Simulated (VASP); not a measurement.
# Hf3N4 (I-43d) in VASP: a series of runs, part 2 of 2

VASP 6.6.1.

## 3. Relaxation of the atoms, PBE (10.58 Å³/atom)

This run uses another cell than the first one, of 10.58 Å³/atom.

Input file INCAR:

```
SYSTEM = Hf3N4
ALGO     = Normal         ! electronic algorithm
EDIFF    = 1E-7           ! SCF threshold, eV
EDIFFG   = -0.01          ! ionic threshold
ENCUT    = 520            ! plane-wave cutoff, eV
GGA      = PE             ! functional
GGA_COMPAT= .FALSE.      
IBRION   = 2              ! ionic algorithm
ISIF     = 2              ! what is computed and relaxed
ISMEAR   = 0              ! smearing method
KPAR     = 4            
LASPH    = .TRUE.         ! aspherical terms in the spheres
LCHARG   = .FALSE.        ! write CHGCAR
LREAL    = .FALSE.        ! projectors in reciprocal space
LWAVE    = .FALSE.        ! write WAVECAR
NELM     = 120            ! most SCF steps
NELMIN   = 4            
NSW      = 50             ! ionic steps
PREC     = Accurate       ! precision mode
SIGMA    = 0.02           ! smearing width, eV
```

Input file KPOINTS:

```
k-points
0
G
  6 6 6
  0 0 0
```

Input file POSCAR:

```
Hf3N4
1.0
   -3.3331287940      3.3331287940      3.3331287940
    3.3331287940     -3.3331287940      3.3331287940
    3.3331287940      3.3331287940     -3.3331287940
Hf N
6 8
Direct
    0.2500000000      0.6250000000      0.3750000000
    0.3750000000      0.2500000000      0.6250000000
    0.7500000000      0.8750000000      0.1250000000
    0.1250000000      0.7500000000      0.8750000000
    0.6250000000      0.3750000000      0.2500000000
    0.8750000000      0.1250000000      0.7500000000
    0.1330092770      0.1330092770      0.1330092770
    0.8669907230      0.5000000000      0.0000000000
    0.5000000000      0.0000000000      0.3669907230
    0.0000000000      0.8669907230      0.5000000000
    0.3669907230      0.5000000000      0.0000000000
    0.6330092770      0.6330092770      0.6330092770
    0.0000000000      0.3669907230      0.5000000000
    0.5000000000      0.0000000000      0.8669907230
```

Potentials or basis: VASP PAW PBE potentials, release 64 (Hf_pv, N).

Run with:

```console
$ cat potpaw_PBE.64/Hf_pv/POTCAR potpaw_PBE.64/N/POTCAR > POTCAR
$ mpirun -np 4 vasp_std > vasp.out
```

OUTCAR:

```text
SYSTEM = Hf3N4
   EDIFF = 1E-7
   EDIFFG = -0.01
   ENCUT = 520
   GGA = PE
   IBRION = 2
   ISIF = 2
   ISMEAR = 0
   LASPH = .TRUE.
   LREAL = .FALSE.
   NELM = 120
   NELMIN = 4
   NSW = 50
   PREC = Accurate

 ion  position               nearest neighbor table
   1  0.250  0.625  0.375-   8 2.19   9 2.19  13 2.19  12 2.19  11 2.43   7 2.43  10 2.43  14 2.43
                             2 3.12   5 3.12   2 3.12   4 3.12   5 3.12   4 3.12   6 3.12   6 3.12
   2  0.375  0.250  0.625-   9 2.19  10 2.19  11 2.19  12 2.19   7 2.43   8 2.43  13 2.43  14 2.43
                             3 3.12   1 3.12   3 3.12   5 3.12   6 3.12   5 3.12   6 3.12   1 3.12
   3  0.750  0.875  0.125-   7 2.19  10 2.19  11 2.19  14 2.19   9 2.43  12 2.43  13 2.43   8 2.43
                             2 3.12   2 3.12   4 3.12   5 3.12   6 3.12   5 3.12   6 3.12   4 3.12
   4  0.125  0.750  0.875-   8 2.19  13 2.19  14 2.19   7 2.19  11 2.43  12 2.43   9 2.43  10 2.43
                             3 3.12   6 3.12   1 3.12   3 3.12   6 3.12   1 3.12   5 3.12   5 3.12
   5  0.625  0.375  0.250-  11 2.19  12 2.19  13 2.19  14 2.19   7 2.43   8 2.43   9 2.43  10 2.43
[... 226 lines left out ...]
  external PRESSURE =      59.4807139 kB  Pullay stress =       0.0000000 kB
[... 83 lines left out ...]
--------------------------------------- Ionic step        3  -------------------------------------------

 number of electron      99.9999997 magnetization

 Free energy of the ion-electron system (eV)
  ---------------------------------------------------
  ext. energy  EPLUGINS =         0.00000000
  ---------------------------------------------------
  free energy    TOTEN  =      -148.57778446 eV

  energy without entropy =     -148.57778446  energy(sigma->0) =     -148.57778446

 E-fermi :   7.0340     XC(G=0): -12.8602

 val. band max:        6.8413561973   @ k =   0.0000   0.0000   0.0000
 cond. band min:       7.9077152548   @ k =   0.0000   0.0000   0.0000
 fundamental gap:      1.0663590575
 Fermi energy:         7.0340350522

 k-point     1 :       0.0000    0.0000    0.0000
  band No.  band energies     occupation
      1     -23.8411      2.00000
      2     -23.8411      2.00000
      3     -23.8411      2.00000
      4     -23.7484      2.00000
      5     -23.7484      2.00000
      6     -23.7484      2.00000
[... 1038 lines left out ...]
  FREE ENERGIE OF THE ION-ELECTRON SYSTEM (eV)
  ---------------------------------------------------
  free  energy   TOTEN  =      -148.5777844583 eV

  energy  without entropy=     -148.5777844583  energy(sigma->0) =     -148.57778446

 reached required accuracy - stopping structural energy minimisation
```

CONTCAR:

```text
Hf3N4
   1.00000000000000
    -3.3331287939999998    3.3331287939999998    3.3331287939999998
     3.3331287939999998   -3.3331287939999998    3.3331287939999998
     3.3331287939999998    3.3331287939999998   -3.3331287939999998
  Hf              N
     6     8
Direct
     0.2500000000000000    0.6250000000000000    0.3750000000000000
[... 17 lines left out ...]
  0.00000000E+00  0.00000000E+00  0.00000000E+00
  0.00000000E+00  0.00000000E+00  0.00000000E+00
  0.00000000E+00  0.00000000E+00  0.00000000E+00
  0.00000000E+00  0.00000000E+00  0.00000000E+00
  0.00000000E+00  0.00000000E+00  0.00000000E+00
  0.00000000E+00  0.00000000E+00  0.00000000E+00
  0.00000000E+00  0.00000000E+00  0.00000000E+00
  0.00000000E+00  0.00000000E+00  0.00000000E+00
  0.00000000E+00  0.00000000E+00  0.00000000E+00
  0.00000000E+00  0.00000000E+00  0.00000000E+00
  0.00000000E+00  0.00000000E+00  0.00000000E+00
```

Run time: 2.8 min. Hardware: 4 MPI ranks of AMD EPYC 7R13 (Zen 3), shared host; peak memory 0.38 GiB.

Results:

| Property | Result |
| --- | --- |
| Free energy | -148.5778 eV |
| Energy gained by relaxing | 1.1 meV/atom |
| Ionic steps | 3 |
| Pressure after relaxing | 4.6 GPa |
| Band gap on the k mesh | 1.07 eV |

Step by step:
```tsv
step	energy change (eV)	largest force (eV/Å)	pressure (GPa)
1	0.0000	0.1472	5.95
2	-0.0072	0.1056	5.55
3	-0.0147	0.0010	4.62
```

Final structure:
```xyz
14
Lattice="-3.3331 3.3331 3.3331 3.3331 -3.3331 3.3331 3.3331 3.3331 -3.3331" Properties=species:S:1:pos:R:3 pbc="T T T"
Hf    2.4998    0.0000    1.6666
Hf    1.6666    2.4998    0.0000
Hf    0.8333    0.0000    4.9997
Hf    4.9997    0.8333    0.0000
Hf    0.0000    1.6666    2.4998
Hf    0.0000    4.9997    0.8333
N     0.4578    0.4578    0.4578
N    -1.2087    1.2087    4.5419
N    -0.4578    2.8753    0.4578
N     4.5419   -1.2087    1.2087
N     0.4578   -0.4578    2.8753
N     2.1244    2.1244    2.1244
N     2.8753    0.4578   -0.4578
N     1.2087    4.5419   -1.2087
```

Levels at points of the mesh, in eV from the valence-band top:
```tsv
k point	band 47	band 48	band 49	band 50	band 51	band 52	band 53	band 54
(0.00, 0.00, 0.00)	-1.37	0.00	0.00	0.00	1.07	1.07	1.74	1.74
(0.50, 0.00, 0.00)	-1.68	-1.68	-0.79	-0.79	2.51	2.51	2.73	2.73
(0.50, 0.50, 0.50)	-0.49	-0.49	-0.49	-0.49	3.71	3.71	3.71	3.71
```

Caveat: spin-orbit coupling is left out, which moves the levels of the heavy elements. A k mesh can miss the band edges.

## 4. Single point, PBE

This run uses another cell than the first one, of 11.23 Å³/atom.

Input file INCAR:

```
ALGO = Normal
EDIFF = 1E-6
ENCUT = 600
GGA = PE
GGA_COMPAT = F
ISIF = 2
ISMEAR = 0
ISYM = 0
KPAR = 4
LASPH = T
LCHARG = T
LREAL = F
LVHAR = T
LWAVE = F
NBANDS = 63
NELM = 120
PREC = Accurate
SIGMA = 0.02
```

Input file KPOINTS:

```
k-points
0
Gamma
  6 6 6
```

Input file POSCAR:

```
Hf3N4
1.0
   -3.4004828760      3.4004828760      3.4004828760
    3.4004828760     -3.4004828760      3.4004828760
    3.4004828760      3.4004828760     -3.4004828760
Hf N
6 8
Direct
    0.2500000000      0.6250000000      0.3750000000
    0.3750000000      0.2500000000      0.6250000000
    0.7500000000      0.8750000000      0.1250000000
    0.1250000000      0.7500000000      0.8750000000
    0.6250000000      0.3750000000      0.2500000000
    0.8750000000      0.1250000000      0.7500000000
    0.1257119892      0.1257119892      0.1257119892
    0.8742880108      0.5000000000      0.0000000000
    0.5000000000      0.0000000000      0.3742880108
    0.0000000000      0.8742880108      0.5000000000
    0.3742880108      0.5000000000      0.0000000000
    0.6257119892      0.6257119892      0.6257119892
    0.0000000000      0.3742880108      0.5000000000
    0.5000000000      0.0000000000      0.8742880108
```

Run with:

```console
$ cat potpaw_PBE.64/Hf_pv/POTCAR potpaw_PBE.64/N/POTCAR > POTCAR
$ mpirun -np 4 vasp_std > vasp.out
```

It took 7.4 min on 4 MPI ranks of Intel Xeon Platinum 8259CL at 2.50GHz (Skylake/Cascade Lake), shared host; peak memory 0.98 GiB.

The run converged. Its results:

- Free energy: -148.4869 eV
- Pressure: -8.0 GPa
- Largest force: 0.049 eV/Å
- Band gap on the k mesh: 1.04 eV

Forces in eV/Å, atoms in the order of the input:
```
Hf   0.000  0.000  0.000
Hf   0.000  0.000  0.000
Hf   0.000  0.000  0.000
Hf   0.000  0.000  0.000
Hf   0.000  0.000  0.000
Hf   0.000  0.000  0.000
N   -0.028 -0.028 -0.028
N   -0.028  0.028  0.028
N    0.028  0.028 -0.028
N    0.028 -0.028  0.028
N   -0.028  0.028  0.028
N   -0.028 -0.028 -0.028
N    0.028 -0.028  0.028
N    0.028  0.028 -0.028
```

Levels at points of the mesh, in eV from the valence-band top:
| k point | band 46 | band 47 | band 48 | band 49 | band 50 | band 51 | band 52 | band 53 | band 54 | band 55 |
| --- | --- | --- | --- | --- | --- | --- | --- | --- | --- | --- |
| (0.00, 0.00, 0.00) | -1.28 | -1.28 | 0.00 | 0.00 | 0.00 | 1.04 | 1.04 | 1.88 | 1.88 | 1.88 |
| (0.50, 0.00, 0.00) | -1.98 | -1.48 | -1.48 | -0.84 | -0.84 | 2.54 | 2.54 | 2.61 | 2.61 | 3.45 |
| (0.00, 0.50, 0.00) | -1.98 | -1.48 | -1.48 | -0.84 | -0.84 | 2.54 | 2.54 | 2.61 | 2.61 | 3.45 |
| (0.00, 0.00, 0.50) | -1.98 | -1.48 | -1.48 | -0.84 | -0.84 | 2.54 | 2.54 | 2.61 | 2.61 | 3.45 |
| (0.50, 0.00, 0.50) | -1.98 | -1.48 | -1.48 | -0.84 | -0.84 | 2.54 | 2.54 | 2.61 | 2.61 | 3.45 |
| (0.50, 0.50, 0.00) | -1.98 | -1.48 | -1.48 | -0.84 | -0.84 | 2.54 | 2.54 | 2.61 | 2.61 | 3.45 |
| (0.00, 0.50, 0.50) | -1.98 | -1.48 | -1.48 | -0.84 | -0.84 | 2.54 | 2.54 | 2.61 | 2.61 | 3.45 |
| (0.50, 0.50, 0.50) | -1.75 | -0.58 | -0.58 | -0.58 | -0.58 | 3.68 | 3.68 | 3.68 | 3.68 | 3.68 |

Caveat: the cell stands under tension; spin-orbit coupling is left out, which moves the levels of the heavy elements. A k mesh can miss the band edges.

## 5. Overview

| task | cell | cutoff (eV) | gap on the mesh (eV) | pressure (GPa) |
| --- | --- | --- | --- | --- |
| relaxation of the atoms | atoms relaxed from a = 5.713 Å, angles 109.5°, 14 atoms, atomic positions A | 520 | 1.13 | 13.3 |
| relaxation of the atoms | atoms relaxed from a = 5.773 Å, angles 109.5°, 14 atoms, atomic positions B | 520 | 1.07 | 4.6 |
| single point | a = 5.890 Å, angles 109.5°, 14 atoms, atomic positions C | 600 | 1.04 | -8.0 |

Alike in all rows: level PBE; potentials or basis VASP PAW PBE potentials, release 64 (Hf_pv, N); no spin polarisation; k mesh 6 × 6 × 6; smearing gaussian 0.02 eV.

Caveats: spin-orbit coupling is left out, which moves the levels of the heavy elements; the cell stands under tension (at least some runs).

Total energies depend on the potentials used, so only differences within one code and one set of settings carry meaning.
